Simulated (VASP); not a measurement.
Runs of VASP 6.6.1 on Ir. The structure is that of space group Fm-3m (No. 225), or close to it. The cells are those of the table. 

| task | level | cell | cutoff (eV) | gap on the mesh (eV) | pressure (GPa) | relaxed volume (Å³/atom) |
| --- | --- | --- | --- | --- | --- | --- |
| relaxation of cell and atoms | r2SCAN+D4 | relaxed from a = 2.709 Å, angles 60.0°, 1 atom | 600 | none | -0.1 | 14.23 |
| relaxation of cell and atoms | revPBE+D3(BJ) | relaxed from a = 2.709 Å, angles 60.0°, 1 atom | 600 | none | 0.0 | 14.04 |
| single point | PBEsol | a = 2.710 Å, angles 60.0°, 1 atom | 520 | none | 1.0 | - |
| single point | revPBE+D3(BJ) | a = 2.706 Å, angles 60.0°, 1 atom | 520 | none | 0.6 | - |
| relaxation of cell and atoms | PBEsol | relaxed from a = 2.709 Å, angles 60.0°, 1 atom | 600 | none | 0.0 | (b) |
| single point | r2SCAN+D4 | a = 2.714 Å, angles 60.0°, 1 atom | 520 | none | (a) | - |

Alike in all rows: potentials or basis VASP PAW PBE potentials, release 64 (Ir); no spin polarisation; k mesh 13 × 13 × 13; smearing fermi-dirac 0.15 eV.

Task: Fill in the values left out.

Result: (a) 2.5; (b) 14.12.

Caveats: the PAW data sets were made with another functional, which shifts forces and pressure a little; spin-orbit coupling is left out, which moves the levels of the heavy elements; pairwise dispersion overbinds metals, which lowers pressure and volume (some runs).

A k mesh can miss the band edges, and the runs leave out spin-orbit coupling on Ir.

A gap of «none» marks levels without a gap at the run's occupations.
